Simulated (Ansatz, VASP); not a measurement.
**MnS in VASP and in Ansatz**

```xyz
2
Lattice="0.0000 2.5476 2.5476 2.5476 0.0000 2.5476 2.5476 2.5476 0.0000" Properties=species:S:1:pos:R:3 pbc="T T T"
Mn    0.0000    0.0000    0.0000
S     2.5476    2.5476    2.5476
```

Alike in both runs: task relaxation of cell and atoms; functional PBEsol; k mesh 14 × 14 × 14; occupations gaussian, width 0.1 eV; collinear spin.

```csv
,VASP,Ansatz
version,VASP 6.6.1,Ansatz 0.2.0
potentials or method,"VASP PAW PBE potentials, release 64 (Mn_pv, S), cutoff 600 eV","scalar-relativistic, plane waves, PAW"
valence electrons in the cell,19,21
```

```csv
,VASP,Ansatz,Ansatz less VASP
"gap on the k mesh at the Fermi level, each at its own relaxed structure (eV)",none,none,-
net moment per atom (μB),2.07,2.06,-0.017
size of the moment on the site where the two differ most (μB),3.82,3.68,-0.141
relaxed volume (Å³/atom),15.14,15.06,-0.084
relaxed length of the cell vector where the two differ most in proportion (Å),3.499,3.492,-0.0065
```

VASP's potentials were made for PBE, not for PBEsol. Site moments also hang on the region over which each program counts them. A gap of «none» marks a metal or a gap that the smearing closes. VASP's potentials hold 19 valence electrons a cell and Ansatz's 21, so a difference there can come from the potentials and not from the codes.
